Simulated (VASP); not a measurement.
**Ge: single point with HSE06**

Crystal: Ge.

```
CELL_PARAMETERS angstrom
-1.60842 1.60842 1.87318
1.60842 -1.60842 1.87318
1.60842 1.60842 -1.87318
ATOMIC_POSITIONS crystal
Ge 0.50000 0.50000 0.00000
```

```json
{
 "Program": "VASP 6.6.1",
 "Task": "single point",
 "Functional": "HSE06",
 "Potentials or basis": "VASP PAW PBE potentials, release 64 (Ge_d)",
 "Cutoff": "520 eV",
 "k mesh": "6 × 6 × 6",
 "Occupations": "fermi-dirac, width 0.05 eV",
 "Spin": "no spin polarisation",
 "Dipole correction": "no",
 "Grid for exact exchange (PRECFOCK)": "Normal",
 "Further INCAR settings": "ALGO = Normal; EDIFF = 1e-06; NBANDS = 13",
 "Share of exact exchange": "0.25",
 "Screening parameter": "0.2079 1/Å"
}
```

```
Pressure               : -1.2 GPa
Band gap on the k mesh : zero (bands 7 and 8 overlap by 12.70 eV)
```

Stress tensor (GPa, compression positive):
```
 2.30  0.00  0.00
 0.00  2.30  0.00
 0.00  0.00 -8.20
```

Levels at points of the mesh, in eV from the Fermi level:
```csv
k point,band 5,band 6,band 7,band 8,band 9,band 10
"(0.00, 0.00, 0.00)",-28.19,-14.64,9.53,9.86,9.86,14.69
"(0.50, 0.00, 0.00)",-28.16,-8.72,-6.14,5.72,8.13,11.01
"(0.50, 0.50, 0.00)",-28.14,-7.51,-5.54,3.59,5.24,8.31
"(0.50, 0.50, 0.50)",-28.15,-3.82,-2.84,0.84,0.84,4.77
```

Wall time 14 min on 1 thread of Intel(R) Xeon(R) 6975P-C (Granite Rapids), with other jobs on the host, peak memory 0.24 GiB.

Caveat: the k points lie up to 0.43 Å⁻¹ apart, too coarse for converged energies and pressures of a metal; the PAW data sets were made with another functional, which shifts forces and pressure a little.
